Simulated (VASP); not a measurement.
The system is Cd.

```xyz
1
Lattice="0.0000 2.2100 2.2100 2.2100 0.0000 2.2100 2.2100 2.2100 0.0000" Properties=species:S:1:pos:R:3 pbc="T T T"
Cd    0.0000    0.0000    0.0000
```

This isn't the form of Cd at room conditions, which is hcp.

| Quantity | Value |
| --- | --- |
| Program | VASP 6.6.1 |
| Task | relaxation of cell and atoms |
| Functional | LDA |
| Potentials or basis | VASP PAW LDA potentials, release 64 (Cd) |
| Cutoff | 500 eV |
| k mesh | 8 × 8 × 8 |
| Occupations | gaussian, width 0.05 eV |
| Spin | no spin polarisation |

At the start: pressure -3.9 GPa; volume 21.59 Å³/atom.

Problem. Where does the relaxation end?

Solution. Over 3 steps the energy falls by 18.4 meV/atom and the volume is 20.17 Å³/atom (-6.6 %); space group Fm-3m (No. 225, to 0.1 Å) before and after.

The path:
```tsv
step	energy change (eV)	largest force (eV/Å)	pressure (GPa)	volume (Å³)
1	0.0000	0.0000	-3.87	21.59
2	-0.0180	0.0000	0.61	20.00
3	-0.0184	0.0000	0.02	20.17
```

Final structure:
```yaml
crystal:
  lattice:
    - [0.00000, 2.16054, 2.16054]
    - [2.16054, 0.00000, 2.16054]
    - [2.16054, 2.16054, 0.00000]
  atoms:
    - { symbol: Cd, position: [0.00000, 0.00000, 0.00000] }
```
